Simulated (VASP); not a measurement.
SiNi2, 12 atoms in the cell. Symmetry: Pnma, No. 62, orthorhombic system. Conventional cell: a = 5.014 Å, b = 3.733 Å, c = 7.079 Å, α = 90.00°, β = 90.00°, γ = 90.00°. Si (site symmetry m) has 11 Ni at 2.31 to 3.34 Å and 4 Si at 3.16 to 3.26 Å within 3.4 Å. Within 3.1 Å of Ni (site symmetry m) lie 5 Si at 2.35 to 2.58 Å and 8 Ni at 2.57 to 2.72 Å. Ni (site symmetry m) has 5 Si at 2.31 to 2.75 Å and 8 Ni at 2.57 to 2.72 Å within 3.1 Å. 

| Item | Value |
| --- | --- |
| Program | VASP 6.6.1 |
| Task | single point |
| Functional | PBE |
| Potentials or basis | VASP PAW PBE potentials, release 64 (Si, Ni) |
| Cutoff | 520 eV |
| k mesh | 10 × 12 × 6 |
| Occupations | gaussian, width 0.1 eV |
| Spin | no spin polarisation |
| Dipole correction | no |
| Further INCAR settings | ALGO = Fast; EDIFF = 1e-06; NBANDS = 60 |

Potentials or basis: VASP PAW PBE potentials, release 64 (Si, Ni).

Command:

```bash
$ cat potpaw_PBE.64/Si/POTCAR potpaw_PBE.64/Ni/POTCAR > POTCAR
$ mpirun -np 1 vasp_std > vasp.out
```

Hardware: 1 thread of Oxide Virtual Turin-like Processor, on a shared host.

**Question.** Estimate the wall time of this run.

**Answer.** Wall time 39 min on 1 thread of Oxide Virtual Turin-like Processor (shared host), peak memory 0.88 GiB. Counts: scf iterations 17, k points 168.
